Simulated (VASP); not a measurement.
# ZnS (P6_3mc) in VASP: elastic constants with PBEsol

Aim: the elastic constants of ZnS with PBEsol.

Everything below comes from runs of VASP 6.6.1. Logs are shortened: lines on timing, memory, paths and dates and some standing lists are left out, and cuts for length are marked.

## (1) The cell of the first run

The structure is hexagonal, space group P6_3mc (No. 186). Conventional cell: a = 3.767 Å, b = 3.767 Å, c = 6.182 Å, α = 90.00°, β = 90.00°, γ = 120.00°. Within 3.1 Å of Zn (site symmetry 3m) lie 4 S at 2.31 Å. Within 3.1 Å of S (site symmetry 3m) lie 4 Zn at 2.31 Å.

## (2) Elastic constants, PBEsol

Contents of INCAR:

```
SYSTEM = ZnS
  PREC = Accurate
  ENCUT = 600
  EDIFF = 1E-8
  ISMEAR = 0
  SIGMA = 0.01
  LREAL = .FALSE.
  LASPH = .TRUE.
  NELM = 60
  ALGO = Normal
  ISIF = 3
  LWAVE = .FALSE.
  LCHARG = .FALSE.
  GGA = PS
  NBANDS = 26
  IBRION = 6
  NFREE = 2
  POTIM = 0.015
  NSW = 1
```

Contents of KPOINTS:

```
regular mesh
0
G
  6 6 4
  0 0 0
```

Contents of POSCAR:

```
ZnS
1.0
    3.7666880990      0.0000000000      0.0000000000
   -1.8833440495      3.2620475819      0.0000000000
    0.0000000000      0.0000000000      6.1821422445
Zn S
2 2
Direct
    0.3333333333      0.6666666667      0.0054407922
    0.6666666667      0.3333333333      0.5054407922
    0.3333333333      0.6666666667      0.3795592078
    0.6666666667      0.3333333333      0.8795592078
```

Potentials or basis: VASP PAW PBE potentials, release 64 (Zn, S).

Started as:

```sh
cat potpaw_PBE.64/Zn/POTCAR potpaw_PBE.64/S/POTCAR > POTCAR
mpirun -np 1 vasp_std > vasp.out
```

OUTCAR:

```text
SYSTEM = ZnS
   PREC = Accurate
   ENCUT = 600
   EDIFF = 1E-8
   ISMEAR = 0
   LREAL = .FALSE.
   LASPH = .TRUE.
   NELM = 60
   ISIF = 3
   GGA = PS
   IBRION = 6
   NFREE = 2
   POTIM = 0.015
   NSW = 1

 ion  position               nearest neighbor table
   1  0.333  0.667  0.005-   4 2.31   4 2.31   4 2.31   3 2.31
   2  0.667  0.333  0.505-   3 2.31   3 2.31   3 2.31   4 2.31
   3  0.333  0.667  0.380-   2 2.31   2 2.31   2 2.31   1 2.31
   4  0.667  0.333  0.880-   1 2.31   1 2.31   1 2.31   2 2.31

  LATTYP: Found a hexagonal cell.
 ALAT       =     3.7666880990
 C/A-ratio  =     1.6412673633

  Lattice vectors:

 A1 = (   3.7666880990,   0.0000000000,   0.0000000000)
 A2 = (  -1.8833440495,   3.2620475819,   0.0000000000)
 A3 = (   0.0000000000,   0.0000000000,   6.1821422445)

Analysis of symmetry for initial positions (statically):
=====================================================================
 Subroutine PRICEL returns:
 Original cell was already a primitive cell.

 Routine SETGRP: Setting up the symmetry group for a
 hexagonal supercell.

 Subroutine GETGRP returns: Found 12 space group operations
 (whereof  6 operations were pure point group operations)
 out of a pool of 24 trial point group operations.

The static configuration has the point symmetry C_3v.
 The point group associated with its full space group is C_6v.

Analysis of symmetry for dynamics (positions and initial velocities):
=====================================================================
 Subroutine PRICEL returns:
 Original cell was already a primitive cell.

 Routine SETGRP: Setting up the symmetry group for a
 hexagonal supercell.

 Subroutine GETGRP returns: Found 12 space group operations
 (whereof  6 operations were pure point group operations)
 out of a pool of 24 trial point group operations.

[... 959 lines left out ...]

 Free energy of the ion-electron system (eV)
  ---------------------------------------------------
  ext. energy  EPLUGINS =         0.00000000
  ---------------------------------------------------
  free energy    TOTEN  =       -15.15844247 eV

  energy without entropy =      -15.15844247  energy(sigma->0) =      -15.15844247

 E-fermi :   2.4512     XC(G=0): -10.0220

 val. band max:        2.4022356927   @ k =   0.0000   0.0000   0.0000
 cond. band min:       4.6140935884   @ k =   0.0000   0.0000   0.0000
 fundamental gap:      2.2118578957
 Fermi energy:         2.4511760605

 k-point     1 :       0.0000    0.0000    0.0000
  band No.  band energies     occupation
      1     -11.0594      2.00000
      2     -10.0350      2.00000
      3      -4.1537      2.00000
      4      -4.1259      2.00000
      5      -4.1259      2.00000
      6      -4.0335      2.00000
[... 716 lines left out ...]
  FREE ENERGIE OF THE ION-ELECTRON SYSTEM (eV)
  ---------------------------------------------------
  free  energy   TOTEN  =       -15.1584424749 eV

  energy  without entropy=      -15.1584424749  energy(sigma->0) =      -15.15844247

 INTERNAL STRAIN TENSORS FROM STRAINED CELLS
 ============================================

 INTERNAL STRAIN TENSOR FOR ION    1 for displacements in x,y,z  (eV/Angst):
          X           Y           Z          XY          YZ          ZX
  --------------------------------------------------------------------------------
  x     0.00000     0.00000    -0.00000    -5.43488    -0.00000    -4.13937
  y    -5.45632     5.46911     0.00000     0.00006    -4.13870    -0.00010
  z    -4.06523    -4.07124     7.44135    -0.00165    -0.00077    -0.00013

 INTERNAL STRAIN TENSORS FROM DISPLACED ATOMS
 ============================================

 INTERNAL STRAIN TENSOR FOR ION    1 for displacements in x,y,z  (eV/Angst):
          X           Y           Z          XY          YZ          ZX
  --------------------------------------------------------------------------------
  x    -0.00000    -0.00000     0.00000    -5.43582    -0.00000    -4.13479
  y    -5.43582     5.43582     0.00000     0.00000    -4.13479     0.00000
  z    -4.02785    -4.02785     7.42686     0.00000     0.00000     0.00000

 INTERNAL STRAIN TENSOR FOR ION    4 for displacements in x,y,z  (eV/Angst):
          X           Y           Z          XY          YZ          ZX
  --------------------------------------------------------------------------------
  x     0.00000     0.00000    -0.00000     6.98271    -0.00000     4.13846
  y     6.98271    -6.98271     0.00000     0.00000     4.13847     0.00000
  z     4.05380     4.05380    -7.37258     0.00000     0.00000     0.00000

 Eigenvectors and eigenvalues of the dynamical matrix
 ----------------------------------------------------

   1 f  =   10.311865 THz    64.791362 2PiTHz  343.966808 cm-1    42.646430 meV
             X         Y         Z           dx          dy          dz
     -0.000000  2.174698  0.033636    -0.000000   -0.000000    0.140137
      1.883344  1.087349  3.124707     0.000000   -0.000000   -0.140137
     -0.000000  2.174698  2.346489    -0.000000   -0.000000   -0.693081
      1.883344  1.087349  5.437560     0.000000    0.000000    0.693081
[... 71 lines left out ...]
  12 f/i=    0.018806 THz     0.118159 2PiTHz    0.627288 cm-1     0.077774 meV
             X         Y         Z           dx          dy          dz
     -0.000000  2.174698  0.033636    -0.000000    0.000000    0.580106
      1.883344  1.087349  3.124707    -0.000000    0.000000    0.580106
     -0.000000  2.174698  2.346489    -0.000000    0.000000    0.404323
      1.883344  1.087349  5.437560    -0.000000    0.000000    0.404323

--------------------------------------------------------------------------------------------------------

 ELASTIC MODULI CONTR FROM IONIC RELAXATION (kBar)
 Direction    XX          YY          ZZ          XY          YZ          ZX
 --------------------------------------------------------------------------------
 XX        -375.0101    158.2448    198.4713      0.0000      0.0000     -0.0000
 YY         158.2448   -375.0101    198.4713     -0.0000     -0.0000      0.0000
 ZZ         198.4713    198.4713   -363.4426     -0.0000      0.0000     -0.0000
 XY           0.0000     -0.0000     -0.0000   -266.6274      0.0000     -0.0000
 YZ          -0.0000     -0.0000      0.0000      0.0000   -109.9309      0.0000
 ZX          -0.0000      0.0000     -0.0000     -0.0000      0.0000   -109.9308
 --------------------------------------------------------------------------------

 TOTAL ELASTIC MODULI (kBar)
 Direction    XX          YY          ZZ          XY          YZ          ZX
 --------------------------------------------------------------------------------
 XX        1302.8458    639.9382    501.2010      0.0000      0.0000     -0.0000
 YY         639.9382   1302.8458    501.2010     -0.0000     -0.0000      0.0000
 ZZ         501.2010    501.2010   1550.0937     -0.0000      0.0000     -0.0000
 XY           0.0000     -0.0000     -0.0000    331.4538      0.0000      0.0000
 YZ          -0.0000     -0.0000      0.0000      0.0000    281.4362      0.0000
 ZX          -0.0000      0.0000     -0.0000     -0.0000      0.0000    281.4361
 --------------------------------------------------------------------------------
```

OSZICAR:

```text
N       E                     dE             d eps       ncg     rms          rms(c)
DAV:   1     0.258906052783E+03    0.25891E+03   -0.18560E+04  1092   0.187E+03
[... 281 lines left out ...]
DAV:   3    -0.151584849003E+02    0.10480E-03   -0.86268E-04  1494   0.466E-01    0.116E-01
DAV:   4    -0.151584400061E+02    0.44894E-04   -0.26199E-04  1498   0.217E-01    0.293E-02
DAV:   5    -0.151584426814E+02   -0.26754E-05   -0.76228E-05  1476   0.209E-01    0.225E-02
DAV:   6    -0.151584430885E+02   -0.40702E-06   -0.74591E-06  1474   0.196E-02    0.139E-02
DAV:   7    -0.151584424358E+02    0.65265E-06   -0.27614E-06  1730   0.396E-02    0.474E-03
DAV:   8    -0.151584424753E+02   -0.39505E-07   -0.48668E-07  1498   0.128E-02    0.791E-04
DAV:   9    -0.151584424749E+02    0.45520E-09   -0.23728E-08  1068   0.279E-03
  21 F= -.15158442E+02 E0= -.15158442E+02  d E =-.310406E-14
```

Wall time 44 min (1 thread of Intel Xeon 8259CL, shared host); peak memory 0.4 GiB.

What came out:

```
Voigt bulk modulus                                      : 83 GPa
Highest phonon frequency at Γ, LO-TO splitting left out : 344 cm⁻¹
```

Phonon frequencies in cm⁻¹ (negative: imaginary):
| q point | frequencies |
| --- | --- |
| (0.000, 0.000, 0.000) | -1 0 0 67 67 196 284 288 288 294 294 344 |

Elastic tensor in Voigt notation (GPa, in the Cartesian axes of the cell as first typed):
```
130  64  50   0   0   0
 64 130  50   0   0   0
 50  50 155   0   0   0
  0   0   0  28   0   0
  0   0   0   0  28   0
  0   0   0   0   0  33
```

Clamped-ion elastic tensor (GPa):
```
168  48  30   0   0   0
 48 168  30   0   0   0
 30  30 191   0   0   0
  0   0   0  39   0   0
  0   0   0   0  39   0
  0   0   0   0   0  60
```

Caveat: the cell is under stress, which shifts elastic constants; the PAW data sets were made with another functional, which shifts forces and pressure a little.
